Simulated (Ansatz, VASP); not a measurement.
# SrCl2: VASP beside Ansatz

The input POSCAR:

```
SrCl2
1.0
   -0.1307062500      3.4855000000      3.4855000000
    3.3547937500      0.0000000000      3.3547937500
    3.4855000000      3.4855000000     -0.1307062500
Sr Cl
1 2
Direct
    0.0000000000      0.0000000000      0.0000000000
    0.2500000000      0.2500000000      0.2500000000
    0.7500000000      0.7500000000      0.7500000000
```

Contents of INCAR.step1:

```
SYSTEM = SrCl2
  PREC = Accurate
  ENCUT = 520
  ISMEAR = 0
  SIGMA = 0.05
  LREAL = .FALSE.
  LASPH = .TRUE.
  NELM = 60
  NBANDS = 19
  GGA = PE
  ALGO = Normal
  EDIFF = 1E-4
  LWAVE = .TRUE.
  LCHARG = .FALSE.
```

INCAR.step2

```
SYSTEM = SrCl2
  PREC = Accurate
  ENCUT = 520
  EDIFF = 1E-6
  ISMEAR = 0
  SIGMA = 0.05
  LREAL = .FALSE.
  LASPH = .TRUE.
  NELM = 60
  ALGO = Normal
  ISIF = 2
  LWAVE = .FALSE.
  LCHARG = .FALSE.
  METAGGA = R2SCAN
  LMIXTAU = .TRUE.
  NBANDS = 19
  ISTART = 1
```

The input KPOINTS:

```
regular mesh
0
G
  6 6 6
  0 0 0
```

Input for Ansatz:

```yaml
crystal:
  lattice:
    - [-0.13070625, 3.4855, 3.4855]
    - [3.35479375, 0.0, 3.35479375]
    - [3.4855, 3.4855, -0.13070625]
  atoms:
    - { symbol: Sr, position: [0.0, 0.0, 0.0] }
    - { symbol: Cl, position: [0.25, 0.25, 0.25] }
    - { symbol: Cl, position: [0.75, 0.75, 0.75] }
basis:
  ecutwfc: 500
kpoints:
  mp_grid: { grid: [6, 6, 6] }
hamiltonian:
  xc: r2scan
scf:
  occupations: { method: gaussian, width: 0.05 }
output:
  forces: true
  stress: true
  eigenvalues: true
  write_density: true
  write_potential: true
  elf: true
  volumetric_format: npy
```

Change from the starting cell: strain -0.0750 x Voigt [0, 0, 0, 0, 1, 0], atoms carried along.

Alike in both runs: task single point; functional r2SCAN; k mesh 6 × 6 × 6; occupations gaussian, width 0.05 eV; no spin polarisation.

```csv
,VASP,Ansatz
version,VASP 6.6.1,Ansatz 0.2.0
potentials or method,"VASP PAW PBE potentials, release 64 (Sr_sv, Cl), cutoff 520 eV","scalar-relativistic, plane waves, PAW"
valence electrons in the cell,24,24
```

Ansatz gave:

| Quantity | Value |
| --- | --- |
| gap on the k mesh at the Fermi level (eV) | 5.99 |
| least direct gap on the mesh (eV) | 6.01 |
| pressure (GPa) | 0.7 |
| traceless stress, the component that is largest in VASP (GPa) | 1.24 |
| rms of the force components (eV/Å) | 0.097 |

Question: What did VASP give for the same quantities?

Answer: gap on the k mesh at the Fermi level (eV): 5.99; least direct gap on the mesh (eV): 6.01; pressure (GPa): 0.7; traceless stress, the component that is largest in VASP (GPa): 1.27; rms of the force components (eV/Å): 0.100.

VASP's potentials were made for PBE, not for r2SCAN. Atom by atom the forces differ by 0.003 eV/Å (rms over components). With one functional, cell and mesh, what is left measures potentials, basis and numerics.
